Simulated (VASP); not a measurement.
# In (I4/mmm) in VASP: notebook, part 2 of 2

VASP 6.6.1. The steps go on from the part before.

### 3 Single point, LDA

This run uses another cell than the first one, of 27.19 Å³/atom, 1.020 times its volume.

File INCAR:

```
PREC = Accurate
ENCUT = 520
EDIFF = 1E-6
ISMEAR = -1
SIGMA = 0.05
LREAL = F
LASPH = T
NELM = 60
ALGO = Fast
ISIF = 2
LWAVE = F
LCHARG = F
NBANDS = 12
```

File KPOINTS:

```
Automatic mesh
0
Gamma
  11 11 11
```

File POSCAR:

```
In
1.0
   -1.6468602161      1.6468602161      2.5062524172
    1.6468602161     -1.6468602161      2.5062524172
    1.6468602161      1.6468602161     -2.5062524172
In
1
Direct
    0.0000000000      0.0000000000      0.0000000000
```

Potentials or basis: VASP PAW LDA potentials, release 64 (In_d).

The run is started by

```
$ cat potpaw_LDA.64/In_d/POTCAR > POTCAR
$ mpirun -np 1 vasp_std > vasp.out
```

OUTCAR:

```text
PREC = Accurate
   ENCUT = 520
   EDIFF = 1E-6
   ISMEAR = -1
   LREAL = F
   LASPH = T
   NELM = 60
   ISIF = 2

 ion  position               nearest neighbor table
   1  0.000  0.000  0.000-

  LATTYP: Found a body centered tetragonal cell.
 ALAT       =     3.2937204322
 C/A-ratio  =     1.5218367611

  Lattice vectors:

 A1 = (  -1.6468602161,   1.6468602161,   2.5062524172)
 A2 = (   1.6468602161,  -1.6468602161,   2.5062524172)
 A3 = (   1.6468602161,   1.6468602161,  -2.5062524172)

Analysis of symmetry for initial positions (statically):
=====================================================================
 Subroutine PRICEL returns:
 Original cell was already a primitive cell.

 Routine SETGRP: Setting up the symmetry group for a
 body centered tetragonal supercell.

 Subroutine GETGRP returns: Found 16 space group operations
 (whereof 16 operations were pure point group operations)
 out of a pool of 16 trial point group operations.

The static configuration has the point symmetry D_4h.

Analysis of symmetry for dynamics (positions and initial velocities):
=====================================================================
 Subroutine PRICEL returns:
 Original cell was already a primitive cell.

 Routine SETGRP: Setting up the symmetry group for a
 body centered tetragonal supercell.

 Subroutine GETGRP returns: Found 16 space group operations
 (whereof 16 operations were pure point group operations)
 out of a pool of 16 trial point group operations.

The dynamic configuration has the point symmetry D_4h.

 Subroutine INISYM returns: Found 16 space group operations
 (whereof 16 operations are pure point group operations),
 and found     1 'primitive' translations

----------------------------------------------------------------------------------------

                                     Primitive cell

  volume of cell :      27.1893

[... 107 lines left out ...]
  volume/ion in A,a.u.               =      27.19       183.48
  Fermi-wavevector in a.u.,A,eV,Ry     =   1.280137  2.419109 22.296565  1.638751
  Thomas-Fermi vector in A             =   2.412582
   LORBIT       =      0    0 simple, 1 ext, 2 COOP (PROOUT), +10 PAW based schemes
   GGA     = CA    functional components
   LHFCALC =     F    Hartree Fock is set to
   AEXX    =    0.0000 exact exchange contribution
   IVDW    =     0    specifies the selected vdW correction
   LEPSILON=     F    determine dielectric tensor
   LRPA    =     F    only Hartree local field effects (RPA)
 non-spin polarized calculation
 RMM-DIIS sequential band-by-band and
  energy-cutoff  :      520.00
  volume of cell :       27.19
 maximum number of plane-waves:       745
 NGX is ok and might be reduce to    28
   NGX = 13   NGY = 13   NGZ = 13

 number of electron      12.9999998 magnetization

 Free energy of the ion-electron system (eV)
  ---------------------------------------------------
  ext. energy  EPLUGINS =         0.00000000
  ---------------------------------------------------
  free energy    TOTEN  =        -3.18444437 eV

  energy without entropy =       -3.18027339  energy(sigma->0) =       -3.18235888

 E-fermi :   6.8008     XC(G=0): -10.3442

 val. band max:        6.7092834994   @ k =   0.3636   0.2727   0.1818
 cond. band min:       6.8153682617   @ k =  -0.4545  -0.4545   0.1818
 fundamental gap:      0.1060847623
 Fermi energy:         6.8008180209

 k-point     1 :       0.0000    0.0000    0.0000
  band No.  band energies     occupation
      1      -7.7895      2.00000
      2      -7.6899      2.00000
      3      -7.6899      2.00000
      4      -7.6158      2.00000
      5      -7.5220      2.00000
      6      -2.5160      2.00000
      7      16.8610      0.00000
      8      16.8610      0.00000
      9      17.0036      0.00000
     10      18.3925      0.00000
     11      20.4624      0.00000
     12      20.6169      0.00000
[... 331 lines left out ...]
 k-point    24 :      -0.1818    0.1818    0.0000
  band No.  band energies     occupation
      1      -7.7531      2.00000
      2      -7.6675      2.00000
      3      -7.6214      2.00000
      4      -7.6168      2.00000
      5      -7.5412      2.00000
      6      -1.5287      2.00000
      7      13.6759      0.00000
      8      13.9366      0.00000
      9      14.4366      0.00000
     10      16.0946      0.00000
     11      18.1768      0.00000
     12      22.9532      0.00000

 [... further k-points ...]
[... 5 lines left out ...]
  --------------------------------------------------------------------------------------
  -------------------------------------------------------------------------------------
  Total       -0.6611360     -0.6611360     -0.6264414      0.0000000      0.0000000      0.0000000
  in kB      -38.9585799    -38.9585799    -36.9141403      0.0000000      0.0000000      0.0000000
  external PRESSURE =     -38.2771000 kB  Pullay stress =       0.0000000 kB

 VOLUME and BASIS-vectors are now :
 -----------------------------------------------------------------------------
  energy-cutoff  :      520.00
  volume of cell :       27.19
      direct lattice vectors                 reciprocal lattice vectors
    -1.646860216  1.646860216  2.506252417     0.000000000  0.303608039  0.199501054
     1.646860216 -1.646860216  2.506252417     0.303608039  0.000000000  0.199501054
     1.646860216  1.646860216 -2.506252417     0.303608039  0.303608039  0.000000000

 POSITION                                       TOTAL-FORCE (eV/Angst)
 -----------------------------------------------------------------------------------
      0.00000      0.00000      0.00000         0.000000     -0.000000     -0.000000
 -----------------------------------------------------------------------------------
    total drift:                               -0.000000     -0.000000     -0.000000

  FREE ENERGIE OF THE ION-ELECTRON SYSTEM (eV)
  ---------------------------------------------------
  free  energy   TOTEN  =        -3.1844443731 eV

  energy  without entropy=       -3.1802733947  energy(sigma->0) =       -3.18235888
```

Run time: 42 s. Hardware: 1 thread of Intel Xeon Platinum 8259CL at 2.50GHz (Skylake/Cascade Lake), shared host; peak memory 0.16 GiB.

Results:

```yaml
Free_energy: -3.1844 eV
Pressure: -3.8 GPa
```

Levels at points of the mesh, in eV from the Fermi level:
| k point | band 4 | band 5 | band 6 | band 7 | band 8 | band 9 |
| --- | --- | --- | --- | --- | --- | --- |
| (0.00, 0.00, 0.00) | -14.42 | -14.32 | -9.32 | 10.06 | 10.06 | 10.20 |

Caveat: spin-orbit coupling is left out, which moves the levels of the heavy elements.

### 4 Single point, PBE

This run uses another cell than the first one, of 27.19 Å³/atom, 1.020 times its volume.

File INCAR:

```
SYSTEM = In
  PREC = Accurate
  ENCUT = 520
  EDIFF = 1E-6
  ISMEAR = -1
  SIGMA = 0.05
  LREAL = .False.
  LASPH = .True.
  NELM = 80
  ALGO = Normal
  ISIF = 2
  LWAVE = .False.
  LCHARG = .True.
  GGA = PE
  LELF = .True.
  LVHAR = .True.
  NBANDS = 12
```

File KPOINTS:

```
Automatic mesh
0
Gamma
  11 11 11
  0 0 0
```

POSCAR is that of step 3.

Potentials or basis: VASP PAW PBE potentials, release 64 (In_d).

The run is started by

```
$ cat potpaw_PBE.64/In_d/POTCAR > POTCAR
$ mpirun -np 1 vasp_std > vasp.out
```

OUTCAR:

```text
SYSTEM = In
   PREC = Accurate
   ENCUT = 520
   EDIFF = 1E-6
   ISMEAR = -1
   LREAL = .False.
   LASPH = .True.
   NELM = 80
   ISIF = 2
   GGA = PE

 ion  position               nearest neighbor table
   1  0.000  0.000  0.000-

  LATTYP: Found a body centered tetragonal cell.
 ALAT       =     3.2937204322
 C/A-ratio  =     1.5218367611

  Lattice vectors:

 A1 = (  -1.6468602161,   1.6468602161,   2.5062524172)
 A2 = (   1.6468602161,  -1.6468602161,   2.5062524172)
 A3 = (   1.6468602161,   1.6468602161,  -2.5062524172)

[... 530 lines left out ...]
      5      -7.3267      2.00000
      6      -1.2007      2.00000
      7      14.0445      0.00000
      8      14.3044      0.00000
      9      14.8450      0.00000
     10      16.2918      0.00000
     11      18.4139      0.00000
     12      23.2504      0.00000

 [... further k-points ...]
[... 5 lines left out ...]
  --------------------------------------------------------------------------------------
  -------------------------------------------------------------------------------------
  Total        0.0801806      0.0801806      0.0404409      0.0000000     -0.0000000      0.0000000
  in kB        4.7247820      4.7247820      2.3830492      0.0000000     -0.0000000      0.0000000
  external PRESSURE =       3.9442044 kB  Pullay stress =       0.0000000 kB

 VOLUME and BASIS-vectors are now :
 -----------------------------------------------------------------------------
  energy-cutoff  :      520.00
  volume of cell :       27.19
      direct lattice vectors                 reciprocal lattice vectors
    -1.646860216  1.646860216  2.506252417     0.000000000  0.303608039  0.199501054
     1.646860216 -1.646860216  2.506252417     0.303608039  0.000000000  0.199501054
     1.646860216  1.646860216 -2.506252417     0.303608039  0.303608039  0.000000000

 POSITION                                       TOTAL-FORCE (eV/Angst)
 -----------------------------------------------------------------------------------
      0.00000      0.00000      0.00000        -0.000000     -0.000000      0.000000
 -----------------------------------------------------------------------------------
    total drift:                               -0.000000     -0.000000     -0.000000

  FREE ENERGIE OF THE ION-ELECTRON SYSTEM (eV)
  ---------------------------------------------------
  free  energy   TOTEN  =        -2.5593570551 eV

  energy  without entropy=       -2.5551871332  energy(sigma->0) =       -2.55727209
```

OSZICAR:

```text
N       E                     dE             d eps       ncg     rms          rms(c)
DAV:   1     0.783420382866E+02    0.78342E+02   -0.62832E+03  3060   0.136E+03
DAV:   2     0.131228763675E+01   -0.77030E+02   -0.75212E+02  3140   0.291E+02
DAV:   3    -0.249384401182E+01   -0.38061E+01   -0.37942E+01  3644   0.648E+01
DAV:   4    -0.257990569633E+01   -0.86062E-01   -0.86041E-01  3788   0.981E+00
DAV:   5    -0.258407726236E+01   -0.41716E-02   -0.41715E-02  4276   0.189E+00    0.212E+00
DAV:   6    -0.256341965782E+01    0.20658E-01   -0.33850E-02  3880   0.369E+00    0.105E+00
DAV:   7    -0.255956033291E+01    0.38593E-02   -0.10685E-02  3956   0.191E+00    0.242E-01
DAV:   8    -0.255934952024E+01    0.21081E-03   -0.83940E-04  4204   0.480E-01    0.321E-02
DAV:   9    -0.255935627875E+01   -0.67585E-05   -0.11594E-05  4188   0.454E-02    0.137E-02
DAV:  10    -0.255935705515E+01   -0.77639E-06   -0.11124E-06  3044   0.109E-02
   1 F= -.25593571E+01 E0= -.25572721E+01  d E =-.416992E-02
```

Wall time 29 s (1 thread of Intel Xeon Platinum 8259CL at 2.50GHz (Skylake/Cascade Lake), shared host); peak memory 0.18 GiB.

Results:

* Free energy: -2.5594 eV
* Pressure: 0.4 GPa

Stress tensor (GPa, compression positive):
```
0.47 0.00 0.00
0.00 0.47 0.00
0.00 0.00 0.24
```

Caveat: spin-orbit coupling is left out, which moves the levels of the heavy elements.

### 5 Single point, PBE+D3(BJ)

This run uses another cell than the first one, of 26.14 Å³/atom, 0.980 times its volume.

File INCAR:

```
SYSTEM = In
PREC = Accurate
ENCUT = 520
EDIFF = 1E-6
ISMEAR = 0
SIGMA = 0.15
LREAL = .False.
LASPH = .True.
NELM = 80
ALGO = Fast
ISIF = 2
LWAVE = .False.
LCHARG = .False.
GGA = PE
IVDW = 12
NBANDS = 12
```

File KPOINTS:

```
regular mesh
0
Gamma
  11 11 11
  0 0 0
```

File POSCAR:

```
In
1.0
   -1.6254700000      1.6254700000      2.4737000000
    1.6254700000     -1.6254700000      2.4737000000
    1.6254700000      1.6254700000     -2.4737000000
In
1
Direct
    0.0000000000      0.0000000000      0.0000000000
```

The run is started by

```
$ cat potpaw_PBE.64/In_d/POTCAR > POTCAR
$ mpirun -np 1 vasp_std > vasp.out
```

Run time: 44 s. Hardware: 1 thread of AMD EPYC 7R13 (Zen 3), shared host; peak memory 0.15 GiB.

The run converged. Its results:

```
Free energy                : -2.8904 eV
Pressure                   : -0.2 GPa
Dispersion energy per atom : -0.338 eV
```

Stress tensor (GPa, compression positive):
```
 0.03  0.00  0.00
 0.00  0.03  0.00
 0.00  0.00 -0.55
```

Levels at points of the mesh, in eV from the Fermi level:
```tsv
k point	band 4	band 5	band 6	band 7	band 8	band 9
(0.00, 0.00, 0.00)	-14.55	-14.45	-9.58	10.52	10.52	10.69
```

Caveat: three body term missing; spin-orbit coupling is left out, which moves the levels of the heavy elements; pairwise dispersion overbinds metals, which lowers pressure and volume.

### 6 The runs side by side

| level | potentials or basis | cell | smearing | gap on the mesh (eV) | pressure (GPa) |
| --- | --- | --- | --- | --- | --- |
| PBE | VASP PAW PBE potentials, release 64 (In_d) | a = 3.399 Å, angles 122.5, 122.5, 85.8°, 1 atom | fermi-dirac 0.05 eV | none | 1.1 |
| LDA | VASP PAW LDA potentials, release 64 (In_d) | a = 3.421 Å, angles 122.5, 122.5, 85.8°, 1 atom | fermi-dirac 0.05 eV | none | -3.8 |
| PBE | VASP PAW PBE potentials, release 64 (In_d) | a = 3.421 Å, angles 122.5, 122.5, 85.8°, 1 atom | fermi-dirac 0.05 eV | none | 0.4 |
| PBE+D3(BJ) | VASP PAW PBE potentials, release 64 (In_d) | a = 3.377 Å, angles 122.5, 122.5, 85.8°, 1 atom | gaussian 0.15 eV | none | -0.2 |

Alike in all rows: task single point; no spin polarisation; k mesh 11 × 11 × 11; cutoff (eV) 520.

Caveats: spin-orbit coupling is left out, which moves the levels of the heavy elements; three body term missing (some runs); pairwise dispersion overbinds metals, which lowers pressure and volume (some runs).

Absolute energies hang on the potentials; compare differences alone.
